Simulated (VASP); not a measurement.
# C31N (a cell with a defect) in VASP: single point with PBEsol

Aim: the single point of C31N (a cell with a defect) with PBEsol.

All numbers are computed with VASP 6.6.1; they aren't measurements. Logs are shortened: lines on timing, memory, paths and dates and some standing lists are left out, and cuts for length are marked.

### Step 1. The cell of the first run

The cell holds a defect, 64 atoms: a = 7.108 Å, b = 7.108 Å, c = 7.108 Å, α = 90.00°, β = 90.00°, γ = 90.00°.

### Step 2. Single point, PBEsol

Contents of INCAR:

```
PREC = Accurate ; ENCUT = 520
EDIFF = 1E-6 ; ISMEAR = -1
SIGMA = 0.05 ; LREAL = Auto
LASPH = T ; NELM = 100
ALGO = Normal ; ISIF = 2
LWAVE = F ; LCHARG = F
GGA = PS ; NBANDS = 167
ISYM = 0
```

Contents of KPOINTS:

```
Automatic mesh
0
Gamma
  1 1 1
  0.25 0.25 0.25
```

Contents of POSCAR:

```
C31N
1.0
    7.1076060000      0.0000000000      0.0000000000
    0.0000000000      7.1076060000      0.0000000000
    0.0000000000      0.0000000000      7.1076060000
C N
62 2
Direct
    0.0001130000      0.0001000000      0.0004760000
    0.0007240000      0.0007160000      0.5007010000
    0.0007110000      0.5003240000      0.0010790000
    0.9990330000      0.4997590000      0.5001330000
    0.5003320000      0.0007200000      0.0010960000
    0.4997750000      0.9990230000      0.5001380000
    0.4997710000      0.4997620000      0.9993930000
    0.1247080000      0.1246950000      0.1250710000
    0.1240530000      0.1240490000      0.6248110000
    0.1240460000      0.6244460000      0.1244040000
    0.1258020000      0.6250280000      0.6253990000
    0.6244520000      0.1240580000      0.1244170000
    0.6250420000      0.1257940000      0.6254040000
    0.6250370000      0.6250300000      0.1261650000
    0.2493500000      0.2493450000      0.9983150000
    0.2455370000      0.2455280000      0.4991570000
    0.2512600000      0.7493280000      0.9993070000
    0.2521790000      0.7463590000      0.5006060000
    0.7493360000      0.2512560000      0.9993120000
    0.7463810000      0.2521670000      0.5006040000
    0.7509310000      0.7509290000      0.0027120000
    0.7529120000      0.7529060000      0.5092140000
    0.3738790000      0.3738780000      0.1228400000
    0.3719060000      0.3718970000      0.6163230000
    0.3754590000      0.8735300000      0.1262260000
    0.3784520000      0.8726500000      0.6249340000
    0.8735380000      0.3754510000      0.1262200000
    0.8726580000      0.3784370000      0.6249310000
    0.8754580000      0.8754550000      0.1272350000
    0.8792610000      0.8792550000      0.6263760000
    0.2493460000      0.9979360000      0.2497130000
    0.2512610000      0.9989610000      0.7496940000
    0.2455220000      0.4988100000      0.2458860000
    0.2521800000      0.5002280000      0.7467320000
    0.7493310000      0.9989590000      0.2516210000
    0.7509300000      0.0023350000      0.7512980000
    0.7463680000      0.5002290000      0.2525420000
    0.7528860000      0.5088590000      0.7532460000
    0.3738850000      0.1224570000      0.3742450000
    0.3754580000      0.1258610000      0.8739110000
    0.3718960000      0.6159540000      0.3722610000
    0.3784460000      0.6245520000      0.8730170000
    0.8735440000      0.1258570000      0.3758240000
    0.8754610000      0.1268680000      0.8758220000
    0.8726570000      0.6245540000      0.3788010000
    0.8792530000      0.6259980000      0.8796160000
    0.9979480000      0.2493420000      0.2497150000
    0.9989520000      0.2512510000      0.7496960000
    0.9989430000      0.7493280000      0.2516170000
    0.0023530000      0.7509250000      0.7512980000
    0.4988040000      0.2455330000      0.2459030000
    0.5002460000      0.2521700000      0.7467440000
    0.5002430000      0.7463630000      0.2525440000
    0.5088550000      0.7529070000      0.7532760000
    0.1224790000      0.3738800000      0.3742420000
    0.1258500000      0.3754520000      0.8739030000
    0.1258520000      0.8735280000      0.3758270000
    0.1268770000      0.8754570000      0.8758230000
    0.6159580000      0.3719130000      0.3722860000
    0.6245720000      0.3784420000      0.8730160000
    0.6245700000      0.8726490000      0.3788140000
    0.6259980000      0.8792630000      0.8796320000
    0.4731860000      0.4732000000      0.4735670000
    0.6515420000      0.6515680000      0.6519010000
```

Potentials or basis: VASP PAW PBE potentials, release 64 (C, N).

On the command line:

```sh
$ cat potpaw_PBE.64/C/POTCAR potpaw_PBE.64/N/POTCAR > POTCAR
$ mpirun -np 1 vasp_std > vasp.out
```

OUTCAR:

```text
PREC = Accurate
   ENCUT = 520
   EDIFF = 1E-6
   ISMEAR = -1
   LREAL = Auto
   LASPH = T
   NELM = 100
   ISIF = 2
   GGA = PS
   ISYM = 0

 ion  position               nearest neighbor table
   1  0.000  0.000  0.000-   8 1.53  29 1.54  58 1.54  44 1.54
   2  0.001  0.001  0.501-  30 1.51   9 1.52  57 1.55  43 1.55
   3  0.001  0.500  0.001-  46 1.51  10 1.52  27 1.55  56 1.55
   4  0.999  0.500  0.500-  28 1.53  45 1.53  55 1.54  11 1.55
   5  0.500  0.001  0.001-  62 1.51  12 1.52  25 1.55  40 1.55
   6  0.500  0.999  0.500-  26 1.53  61 1.53  39 1.54  13 1.55
[... 54 lines left out ...]
  61  0.625  0.873  0.379-   6 1.53  53 1.55  35 1.55  22 1.55
  62  0.626  0.879  0.880-   5 1.51  54 1.52  36 1.54  21 1.54
  63  0.473  0.473  0.474-  24 1.44  59 1.44  41 1.44
  64  0.652  0.652  0.652-  22 1.44  54 1.44  38 1.44

IMPORTANT INFORMATION: All symmetrisations will be switched off!
NOSYMM: (Re-)initialisation of all symmetry stuff for point group C_1.

----------------------------------------------------------------------------------------

                                     Primitive cell

  volume of cell :     359.0625

  direct lattice vectors                    reciprocal lattice vectors
     7.107606000  0.000000000  0.000000000     0.140694349  0.000000000  0.000000000
     0.000000000  7.107606000  0.000000000     0.000000000  0.140694349  0.000000000
     0.000000000  0.000000000  7.107606000     0.000000000  0.000000000  0.140694349

  length of vectors
     7.107606000  7.107606000  7.107606000     0.140694349  0.140694349  0.140694349

  position of ions in fractional coordinates (direct lattice)
     0.000113000  0.000100000  0.000476000
     0.000724000  0.000716000  0.500701000
     0.000711000  0.500324000  0.001079000
     0.999033000  0.499759000  0.500133000
     0.500332000  0.000720000  0.001096000
     0.499775000  0.999023000  0.500138000
[... 56 lines left out ...]
     0.473186000  0.473200000  0.473567000
     0.651542000  0.651568000  0.651901000

  ion indices of the primitive-cell ions
   primitive index   ion index
                 1           1
                 2           2
                 3           3
                 4           4
                 5           5
                 6           6
[... 56 lines left out ...]
                63          63
                64          64

----------------------------------------------------------------------------------------

 KPOINTS: Automatic mesh

Automatic generation of k-mesh.
 Grid dimensions read from file:
 generate k-points for:    1    1    1

 Generating k-lattice:

  Cartesian coordinates                     Fractional coordinates (reciprocal lattice)
     0.140694349  0.000000000  0.000000000     1.000000000  0.000000000  0.000000000
     0.000000000  0.140694349  0.000000000     0.000000000  1.000000000  0.000000000
     0.000000000  0.000000000  0.140694349     0.000000000  0.000000000  1.000000000

  Length of vectors
     0.140694349  0.140694349  0.140694349

  Shift w.r.t. Gamma in fractional coordinates (k-lattice)
     0.250000000  0.250000000  0.250000000

 Subroutine IBZKPT returns following result:
 ===========================================

 Found      4 irreducible k-points:

 Following reciprocal coordinates:
            Coordinates               Weight
  0.250000  0.250000  0.250000      2.000000
 -0.250000  0.250000  0.250000      2.000000
 -0.250000 -0.250000  0.250000      2.000000
  0.250000 -0.250000  0.250000      2.000000
   k-points           NKPTS =      4   k-points in BZ     NKDIM =      4   number of bands    NBANDS=    167
   number of dos      NEDOS =    301   number of ions     NIONS =     64
   total plane-waves  NPLWV = 157464
   dimension x,y,z NGX =    54 NGY =   54 NGZ =   54
   dimension x,y,z NGXF=   108 NGYF=  108 NGZF=  108
   ions per type =              62   2
   NGX,Y,Z   is equivalent  to a cutoff of  12.63, 12.63, 12.63 a.u.
   NGXF,Y,Z  is equivalent  to a cutoff of  25.26, 25.26, 25.26 a.u.
 SYSTEM =  unknown system
   PREC   = accura    normal or accurate (medium, high low for compatibility)
   ISTART =      0    job   : 0-new  1-cont  2-samecut
   ICHARG =      2    charge: 1-file 2-atom 10-const
   ISPIN  =      1    spin polarized calculation?
   LNONCOLLINEAR =      F non collinear calculations
   LSORBIT =      F    spin-orbit coupling
   LASPH  =      T    aspherical Exc in radial PAW
   ENCUT  =  520.0 eV  38.22 Ry    6.18 a.u.  13.22 13.22 13.22*2*pi/ulx,y,z
   NELM   =    100;   NELMIN=  2; NELMDL= -5     # of ELM steps
   EDIFF  = 0.1E-05   stopping-criterion for ELM
   LREAL  =      T    real-space projection
   EDIFFG = 0.1E-04   stopping-criterion for IOM
   NSW    =      0    number of steps for IOM
   IBRION =     -1    ionic relax: 0-MD 1-quasi-New 2-CG
   NFREE  =      0    steps in history (QN), initial steepest desc. (CG)
   ISIF   =      2    stress and relaxation
   ISYM   =      0    0-nonsym 1-usesym 2-fastsym
   POTIM  = 0.5000    time-step for ionic-motion
   TEBEG  =    0.0;   TEEND  =   0.0 temperature during run
   PSTRESS=    0.0 pullay stress
   NELECT =     258.0000    total number of electrons
   NUPDOWN=      -1.0000    fix difference up-down
   EMIN   =  10.00;   EMAX   =-10.00  energy-range for DOS
   EFERMI =   0.00;   METHOD = LEGACY
   ISMEAR =    -1;   SIGMA  =   0.05  broadening in eV -4-tet -1-fermi 0-gaus
   EFERMI_NEDOS =   21; number of points for ismear=-14 and -15
   IALGO  =     38    algorithm
   IMIX   =      4    mixing-type and parameters
     AMIX     =   0.40;   BMIX     =  1.00
     AMIX_MAG =   1.60;   BMIX_MAG =  1.00
  volume/ion in A,a.u.               =       5.61        37.86
  Fermi-wavevector in a.u.,A,eV,Ry     =   1.466306  2.770917 29.253266  2.150054
  Thomas-Fermi vector in A             =   2.582060
   LORBIT       =      0    0 simple, 1 ext, 2 COOP (PROOUT), +10 PAW based schemes
   GGA     = PS    functional components
   LHFCALC =     F    Hartree Fock is set to
   AEXX    =    0.0000 exact exchange contribution
   IVDW    =     0    specifies the selected vdW correction
   LEPSILON=     F    determine dielectric tensor
   LRPA    =     F    only Hartree local field effects (RPA)
 non-spin polarized calculation
  energy-cutoff  :      520.00
  volume of cell :      359.06
 maximum number of plane-waves:      9651
 NGX is ok and might be reduce to    54
   NGX = 27   NGY = 27   NGZ = 27

 number of electron     258.0000004 magnetization

 Free energy of the ion-electron system (eV)
  ---------------------------------------------------
  ext. energy  EPLUGINS =         0.00000000
  ---------------------------------------------------
  free energy    TOTEN  =      -610.41000105 eV

  energy without entropy =     -610.41000105  energy(sigma->0) =     -610.41000105

 E-fermi :  12.4397     XC(G=0): -13.4902

 val. band max:       11.2473400466   @ k =   0.2500   0.2500   0.2500
 cond. band min:      14.3197657738   @ k =   0.2500   0.2500   0.2500
 fundamental gap:      3.0724257272
 Fermi energy:        12.4397086863

 k-point     1 :       0.2500    0.2500    0.2500
  band No.  band energies     occupation
      1     -11.7789      2.00000
      2     -11.0397      2.00000
      3     -10.2585      2.00000
      4     -10.2585      2.00000
      5     -10.0408      2.00000
      6      -9.1269      2.00000
[... 133 lines left out ...]
    140      16.0610      0.00000
    141      16.1628      0.00000

 k-point     2 :      -0.2500    0.2500    0.2500
  band No.  band energies     occupation
      1     -11.7832      2.00000
      2     -10.9277      2.00000
      3     -10.6210      2.00000
      4     -10.2590      2.00000
      5      -9.5531      2.00000
      6      -9.4474      2.00000
[... 133 lines left out ...]
    140      16.1890      0.00000
    141      16.4038      0.00000

 k-point     3 :      -0.2500   -0.2500    0.2500
  band No.  band energies     occupation
      1     -11.7832      2.00000
      2     -10.9277      2.00000
      3     -10.6210      2.00000
      4     -10.2590      2.00000
      5      -9.5530      2.00000
      6      -9.4474      2.00000
[... 133 lines left out ...]
    140      16.1890      0.00000
    141      16.4037      0.00000

 k-point     4 :       0.2500   -0.2500    0.2500
  band No.  band energies     occupation
      1     -11.7832      2.00000
      2     -10.9277      2.00000
      3     -10.6210      2.00000
      4     -10.2589      2.00000
      5      -9.5531      2.00000
      6      -9.4474      2.00000
[... 133 lines left out ...]
    140      16.1890      0.00000
    141      16.4038      0.00000
 [bands above 141 left out]

------------------------ aborting loop because EDIFF is reached ----------------------------------------

  FORCE on cell =-STRESS in cart. coord.  units (eV):
  Direction    XX          YY          ZZ          XY          YZ          ZX
  --------------------------------------------------------------------------------------
  -------------------------------------------------------------------------------------
  Total        6.4321315      6.4333580      6.4158594     11.0487057     11.0449275     11.0436238
  in kB       28.7008964     28.7063690     28.6282885     49.3005712     49.2837127     49.2778954
  external PRESSURE =      28.6785180 kB  Pullay stress =       0.0000000 kB

 VOLUME and BASIS-vectors are now :
 -----------------------------------------------------------------------------
  energy-cutoff  :      520.00
  volume of cell :      359.06
      direct lattice vectors                 reciprocal lattice vectors
     7.107606000  0.000000000  0.000000000     0.140694349  0.000000000  0.000000000
     0.000000000  7.107606000  0.000000000     0.000000000  0.140694349  0.000000000
     0.000000000  0.000000000  7.107606000     0.000000000  0.000000000  0.140694349

 POSITION                                       TOTAL-FORCE (eV/Angst)
 -----------------------------------------------------------------------------------
      0.00080      0.00071      0.00338         0.064433      0.066009      0.059952
      0.00515      0.00509      3.55879         0.078202      0.078706      0.074506
      0.00505      3.55611      0.00767         0.079784      0.080125      0.075190
      7.10073      3.55209      3.55475         0.087341      0.070377      0.062610
      3.55616      0.00512      0.00779         0.078829      0.079694      0.074307
      3.55220      7.10066      3.55478         0.069196      0.087134      0.062769
[... 56 lines left out ...]
      3.36322      3.36332      3.36593         0.217099      0.214425      0.214991
      4.63090      4.63109      4.63346        -0.207817     -0.212713     -0.206185
 -----------------------------------------------------------------------------------
    total drift:                               -0.034528     -0.038152     -0.087114

  FREE ENERGIE OF THE ION-ELECTRON SYSTEM (eV)
  ---------------------------------------------------
  free  energy   TOTEN  =      -610.4100010525 eV

  energy  without entropy=     -610.4100010524  energy(sigma->0) =     -610.41000105
```

Run time: 7.3 min. Hardware: 1 thread of Intel Xeon 6975P-C, shared host; peak memory 0.46 GiB.

Results:

```
Free energy            : -610.4100 eV
Pressure               : 2.9 GPa
Largest force          : 0.373 eV/Å
Band gap on the k mesh : 3.07 eV
```

Forces on the atoms (eV/Å):
```
C    0.064  0.066  0.060
C    0.078  0.079  0.075
C    0.080  0.080  0.075
C    0.087  0.070  0.063
C    0.079  0.080  0.074
C    0.069  0.087  0.063
C    0.069  0.069  0.087
C   -0.067 -0.066 -0.070
C   -0.088 -0.088 -0.086
C   -0.086 -0.086 -0.088
C   -0.080 -0.061 -0.061
C   -0.088 -0.086 -0.087
C   -0.061 -0.081 -0.062
C   -0.059 -0.059 -0.079
C    0.061  0.062  0.059
C    0.067  0.068  0.059
C    0.069  0.070  0.064
C    0.086  0.032  0.046
C    0.071  0.069  0.062
C    0.028  0.089  0.048
C    0.070  0.071  0.076
C    0.106  0.107 -0.127
C   -0.067 -0.067 -0.075
C   -0.118 -0.117  0.126
C   -0.071 -0.060 -0.060
C   -0.030 -0.089 -0.042
C   -0.061 -0.072 -0.059
C   -0.091 -0.027 -0.044
C   -0.065 -0.064 -0.063
C   -0.066 -0.068 -0.057
C    0.065  0.055  0.065
C    0.068  0.060  0.074
C    0.071  0.051  0.070
C    0.087  0.045  0.030
C    0.071  0.056  0.070
C    0.071  0.077  0.075
C    0.030  0.044  0.089
C    0.113 -0.130  0.113
C   -0.066 -0.073 -0.070
C   -0.073 -0.061 -0.065
C   -0.113  0.128 -0.112
C   -0.029 -0.039 -0.088
C   -0.063 -0.061 -0.073
C   -0.062 -0.064 -0.067
C   -0.090 -0.040 -0.027
C   -0.069 -0.057 -0.064
C    0.056  0.065  0.064
C    0.062  0.068  0.073
C    0.060  0.069  0.070
C    0.074  0.070  0.073
C    0.053  0.069  0.070
C    0.044  0.089  0.028
C    0.042  0.030  0.089
C   -0.130  0.108  0.108
C   -0.077 -0.066 -0.070
C   -0.057 -0.074 -0.064
C   -0.059 -0.061 -0.074
C   -0.063 -0.062 -0.068
C    0.127 -0.118 -0.117
C   -0.043 -0.028 -0.089
C   -0.041 -0.088 -0.031
C   -0.056 -0.069 -0.065
N    0.217  0.214  0.215
N   -0.208 -0.213 -0.206
```

Caveat: the k points lie up to 0.88 Å⁻¹ apart; the PAW data sets were made with another functional, which shifts forces and pressure a little.
